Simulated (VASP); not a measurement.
# Sc (I4/mmm) in VASP: settings compared, part 2 of 2

VASP 6.6.1. The steps go on from the part before.

### 3 Single point, RPBE+D3(BJ), collinear spin

Contents of INCAR:

```
SYSTEM = Sc
  PREC = Accurate
  ENCUT = 520
  EDIFF = 1E-6
  ISMEAR = -1
  SIGMA = 0.05
  LREAL = .False.
  LASPH = .True.
  NELM = 150
  ALGO = Normal
  ISIF = 2
  LWAVE = .False.
  LCHARG = .True.
  ISPIN = 2
  MAGMOM = -0.14
  LORBIT = 11
  LMAXMIX = 4
  GGA = RP
  IVDW = 12
  LELF = .True.
  LVHAR = .True.
  NBANDS = 16
```

Contents of KPOINTS:

```
Automatic mesh
0
Gamma
  10 10 10
  0 0 0
```

Contents of POSCAR:

```
Sc
1.0
   -1.9172054859      1.9172054859      1.7176030000
    1.9172054859     -1.9172054859      1.7176030000
    1.9172054859      1.9172054859     -1.7176030000
Sc
1
Direct
    0.0000000000      0.0000000000      0.0000000000
```

Potentials or basis: VASP PAW PBE potentials, release 64 (Sc_sv).

Command:

```console
cat potpaw_PBE.64/Sc_sv/POTCAR > POTCAR
mpirun -np 1 vasp_std > vasp.out
```

OUTCAR:

```text
SYSTEM = Sc
   PREC = Accurate
   ENCUT = 520
   EDIFF = 1E-6
   ISMEAR = -1
   LREAL = .False.
   LASPH = .True.
   NELM = 150
   ISIF = 2
   ISPIN = 2
   LORBIT = 11
   GGA = RP
   IVDW = 12
 IVDW          = 12

 ion  position               nearest neighbor table
   1  0.000  0.000  0.000-

  LATTYP: Found a body centered tetragonal cell.
 ALAT       =     3.8344109718
 C/A-ratio  =     0.8958888406

  Lattice vectors:

 A1 = (  -1.9172054859,   1.9172054859,   1.7176030000)
 A2 = (   1.9172054859,  -1.9172054859,   1.7176030000)
 A3 = (   1.9172054859,   1.9172054859,  -1.7176030000)

Analysis of symmetry for initial positions (statically):
=====================================================================
 Subroutine PRICEL returns:
 Original cell was already a primitive cell.

 Routine SETGRP: Setting up the symmetry group for a
 body centered tetragonal supercell.

 Subroutine GETGRP returns: Found 16 space group operations
 (whereof 16 operations were pure point group operations)
 out of a pool of 16 trial point group operations.

The static configuration has the point symmetry D_4h.

Analysis of symmetry for dynamics (positions and initial velocities):
=====================================================================
 Subroutine PRICEL returns:
 Original cell was already a primitive cell.

 Routine SETGRP: Setting up the symmetry group for a
 body centered tetragonal supercell.

 Subroutine GETGRP returns: Found 16 space group operations
 (whereof 16 operations were pure point group operations)
 out of a pool of 16 trial point group operations.

The dynamic configuration has the point symmetry D_4h.

Analysis of structural, dynamic, and magnetic symmetry:
=====================================================================
 Subroutine PRICEL returns:
 Original cell was already a primitive cell.

 Routine SETGRP: Setting up the symmetry group for a
 body centered tetragonal supercell.

 Subroutine GETGRP returns: Found 16 space group operations
 (whereof 16 operations were pure point group operations)
 out of a pool of 16 trial point group operations.

The overall configuration has the point symmetry D_4h.

 Subroutine INISYM returns: Found 16 space group operations
 (whereof 16 operations are pure point group operations),
 and found     1 'primitive' translations

----------------------------------------------------------------------------------------

                                     Primitive cell

  volume of cell :      25.2534

  direct lattice vectors                    reciprocal lattice vectors
    -1.917205486  1.917205486  1.717603000     0.000000000  0.260796249  0.291103357
     1.917205486 -1.917205486  1.717603000     0.260796249  0.000000000  0.291103357
     1.917205486  1.917205486 -1.717603000     0.260796249  0.260796249  0.000000000

  length of vectors
     3.209597142  3.209597142  3.209597142     0.390839927  0.390839927  0.368821593

  position of ions in fractional coordinates (direct lattice)
     0.000000000  0.000000000  0.000000000

  ion indices of the primitive-cell ions
   primitive index   ion index
                 1           1

----------------------------------------------------------------------------------------

[... 55 lines left out ...]
   dimension x,y,z NGXF=    48 NGYF=   48 NGZF=   48
   ions per type =               1
   NGX,Y,Z   is equivalent  to a cutoff of  12.43, 12.43, 12.43 a.u.
   NGXF,Y,Z  is equivalent  to a cutoff of  24.86, 24.86, 24.86 a.u.
 SYSTEM =  Sc
   PREC   = accura    normal or accurate (medium, high low for compatibility)
   ISTART =      0    job   : 0-new  1-cont  2-samecut
   ICHARG =      2    charge: 1-file 2-atom 10-const
   ISPIN  =      2    spin polarized calculation?
   LNONCOLLINEAR =      F non collinear calculations
   LSORBIT =      F    spin-orbit coupling
   LASPH  =      T    aspherical Exc in radial PAW
   ENCUT  =  520.0 eV  38.22 Ry    6.18 a.u.   5.97  5.97  5.97*2*pi/ulx,y,z
   NELM   =    150;   NELMIN=  2; NELMDL= -5     # of ELM steps
   EDIFF  = 0.1E-05   stopping-criterion for ELM
   LREAL  =      F    real-space projection
   EDIFFG = 0.1E-04   stopping-criterion for IOM
   NSW    =      0    number of steps for IOM
   IBRION =     -1    ionic relax: 0-MD 1-quasi-New 2-CG
   NFREE  =      0    steps in history (QN), initial steepest desc. (CG)
   ISIF   =      2    stress and relaxation
   ISYM   =      2    0-nonsym 1-usesym 2-fastsym
   POTIM  = 0.5000    time-step for ionic-motion
   TEBEG  =    0.0;   TEEND  =   0.0 temperature during run
   PSTRESS=    0.0 pullay stress
   NELECT =      11.0000    total number of electrons
   NUPDOWN=      -1.0000    fix difference up-down
   EMIN   =  10.00;   EMAX   =-10.00  energy-range for DOS
   EFERMI =   0.00;   METHOD = LEGACY
   ISMEAR =    -1;   SIGMA  =   0.05  broadening in eV -4-tet -1-fermi 0-gaus
   EFERMI_NEDOS =   21; number of points for ismear=-14 and -15
   IALGO  =     38    algorithm
   IMIX   =      4    mixing-type and parameters
     AMIX     =   0.40;   BMIX     =  1.00
     AMIX_MAG =   1.60;   BMIX_MAG =  1.00
  volume/ion in A,a.u.               =      25.25       170.42
  Fermi-wavevector in a.u.,A,eV,Ry     =   1.240983  2.345117 20.953486  1.540038
  Thomas-Fermi vector in A             =   2.375400
   LORBIT       =     11    0 simple, 1 ext, 2 COOP (PROOUT), +10 PAW based schemes
   GGA     = RP    functional components
   LHFCALC =     F    Hartree Fock is set to
   AEXX    =    0.0000 exact exchange contribution
   IVDW    =    12    specifies the selected vdW correction
   LEPSILON=     F    determine dielectric tensor
   LRPA    =     F    only Hartree local field effects (RPA)
 spin polarized calculation
  energy-cutoff  :      520.00
  volume of cell :       25.25
 maximum number of plane-waves:       700
   NGX = 11   NGY = 11   NGZ = 11

 number of electron      11.0000004 magnetization      -0.0521682

 Free energy of the ion-electron system (eV)
  ---------------------------------------------------
  ext. energy  EPLUGINS =         0.00000000
  ---------------------------------------------------
  free energy    TOTEN  =        -5.84542276 eV

  energy without entropy =       -5.82436666  energy(sigma->0) =       -5.83489471

 E-fermi :   3.7604     XC(G=0):  -9.6647

 val. band max:        3.7417194195   @ k =  -0.4000   0.4000   0.1000
 cond. band min:       3.7630856426   @ k =   0.5000   0.5000   0.0000
 fundamental gap:      0.0213662230
 Fermi energy:         3.7603732949

 spin component 1

 k-point     1 :       0.0000    0.0000    0.0000
  band No.  band energies     occupation
      1     -46.0145      1.00000
      2     -24.3801      1.00000
      3     -24.3801      1.00000
      4     -24.3499      1.00000
      5      -1.4030      1.00000
      6       4.8260      0.00000
[... 435 lines left out ...]
      5       3.0357      1.00000
      6       3.5600      0.98216
[... 8 lines left out ...]
     15      21.4196      0.00000
     16      26.4915      0.00000

 [... further k-points ...]

 spin component 2

 k-point     1 :       0.0000    0.0000    0.0000
  band No.  band energies     occupation
      1     -46.0367      1.00000
      2     -24.4031      1.00000
      3     -24.4031      1.00000
      4     -24.3711      1.00000
      5      -1.4507      1.00000
      6       4.7826      0.00000
[... 435 lines left out ...]
      5       2.9942      1.00000
      6       3.5167      0.99241
[... 8 lines left out ...]
     15      21.3700      0.00000
     16      26.4483      0.00000

 [... further k-points ...]

------------------------ aborting loop because EDIFF is reached ----------------------------------------

 Edisp (eV)   -2.13805

 E8    (eV) :    -1.4975

  FORCE on cell =-STRESS in cart. coord.  units (eV):
  Direction    XX          YY          ZZ          XY          YZ          ZX
  --------------------------------------------------------------------------------------
  -------------------------------------------------------------------------------------
  Total      -3.02952    -3.02952    -2.86930     0.00000     0.00000    -0.00000
  in kB    -192.20496  -192.20496  -182.03980     0.00000     0.00000    -0.00000
  external pressure =     -188.82 kB  Pullay stress =        0.00 kB

 VOLUME and BASIS-vectors are now :
 -----------------------------------------------------------------------------
  energy-cutoff  :      520.00
  volume of cell :       25.25
      direct lattice vectors                 reciprocal lattice vectors
    -1.917205486  1.917205486  1.717603000     0.000000000  0.260796249  0.291103357
     1.917205486 -1.917205486  1.717603000     0.260796249  0.000000000  0.291103357
     1.917205486  1.917205486 -1.717603000     0.260796249  0.260796249  0.000000000

 POSITION                                       TOTAL-FORCE (eV/Angst)
 -----------------------------------------------------------------------------------
      0.00000      0.00000      0.00000         0.000000      0.000000     -0.000000
 -----------------------------------------------------------------------------------
    total drift:                               -0.000000      0.000000      0.000000

  FREE ENERGIE OF THE ION-ELECTRON SYSTEM (eV)
  ---------------------------------------------------
  free  energy   TOTEN  =        -7.9834727427 eV

  energy  without entropy=       -7.9624166423  energy(sigma->0) =       -7.97294469

 total charge

# of ion       s       p       d       tot
------------------------------------------
    1        2.263   6.105   0.965   9.333

 magnetization (x)

# of ion       s       p       d       tot
------------------------------------------
    1       -0.000  -0.004  -0.024  -0.028
```

OSZICAR:

```text
N       E                     dE             d eps       ncg     rms          rms(c)
DAV:   1     0.741488478464E+02    0.74149E+02   -0.48053E+03  6600   0.671E+02
DAV:   2    -0.526440273635E+01   -0.79413E+02   -0.77194E+02  6648   0.221E+02
DAV:   3    -0.655085891753E+01   -0.12865E+01   -0.12835E+01  8488   0.352E+01
DAV:   4    -0.657023012594E+01   -0.19371E-01   -0.19371E-01  7080   0.367E+00
DAV:   5    -0.657075455802E+01   -0.52443E-03   -0.52443E-03 10104   0.696E-01    0.525E+00
DAV:   6    -0.592678238446E+01    0.64397E+00   -0.58241E-01  7928   0.107E+01    0.157E+00
DAV:   7    -0.584971112477E+01    0.77071E-01   -0.13209E-01  9920   0.454E+00    0.699E-01
DAV:   8    -0.584533907176E+01    0.43721E-02   -0.13759E-02  7808   0.138E+00    0.313E-01
DAV:   9    -0.584539494986E+01   -0.55878E-04   -0.15237E-03  8896   0.430E-01    0.823E-02
DAV:  10    -0.584541440589E+01   -0.19456E-04   -0.94696E-05 10152   0.105E-01    0.224E-02
DAV:  11    -0.584542555657E+01   -0.11151E-04   -0.16632E-05  8760   0.481E-02    0.129E-02
DAV:  12    -0.584542233475E+01    0.32218E-05   -0.63854E-06  8736   0.268E-02    0.243E-03
DAV:  13    -0.584542276106E+01   -0.42631E-06   -0.15161E-07  3696   0.306E-03
   1 F= -.79834727E+01 E0= -.79729447E+01  d E =-.210561E-01  mag=    -0.0505
```

stdout:

```text
POSCAR found type information on POSCAR Sc
 POSCAR found :  1 types and       1 ions
 scaLAPACK will be used
 -----------------------------------------------------------------------------
|                                                                             |
|                                                                             |
|     You enforced a specific xc type in the INCAR file but a different       |
|     I HOPE YOU KNOW WHAT YOU ARE DOING!                                     |
|                                                                             |
 -----------------------------------------------------------------------------

 LDA part: xc-table for (Slater+PW92), standard interpolation
 POSCAR, INCAR and KPOINTS ok, starting setup
 FFT: planning ... GRIDC
 FFT: planning ... GRID_SOFT
 FFT: planning ... GRID
 WAVECAR not read
 entering main loop
```

It took 85 s on 1 thread of AMD EPYC 7R43 (Zen 3), shared host; peak memory 0.16 GiB.

What came out:

| Property | Result |
| --- | --- |
| Free energy | -7.9835 eV |
| Pressure | -18.9 GPa |
| Net moment | -0.05 μB per cell |
| Site moments | Sc -0.03 μB |
| Valence electrons inside the program's atomic spheres | Sc 9.33 |
| Dispersion energy per atom | -2.138 eV |

Levels at points of the mesh, in eV from the Fermi level:
Spin up:
```
           k point  band 1  band 2  band 3  band 4  band 5  band 6  band 7  band 8  band 9  band 10
(0.00, 0.00, 0.00)  -49.77  -28.14  -28.14  -28.11   -5.16    1.07    1.75    1.75    2.36     3.13
(0.50, 0.00, 0.00)  -49.72  -28.48  -28.26  -28.15   -1.66    0.11    0.62    2.76    3.47     4.04
(0.50, 0.50, 0.00)  -49.72  -28.50  -28.20  -28.13   -1.79    0.05    0.90    2.28    2.89     4.00
(0.50, 0.50, 0.50)  -49.68  -28.41  -28.41  -28.31   -1.27   -1.04    3.75    3.75    3.89     5.26
```
Spin down:
```csv
k point,band 2,band 3,band 4,band 5,band 6,band 7,band 8,band 9
"(0.00, 0.00, 0.00)",-28.16,-28.16,-28.13,-5.21,1.02,1.72,1.72,2.33
"(0.50, 0.00, 0.00)",-28.51,-28.28,-28.17,-1.70,0.07,0.58,2.74,3.44
"(0.50, 0.50, 0.00)",-28.52,-28.22,-28.15,-1.84,0.00,0.87,2.25,2.87
"(0.50, 0.50, 0.50)",-28.43,-28.43,-28.33,-1.29,-1.08,3.73,3.73,3.85
```

Caveat: the cell stands under tension; the PAW data sets were made with another functional, which shifts forces and pressure a little.
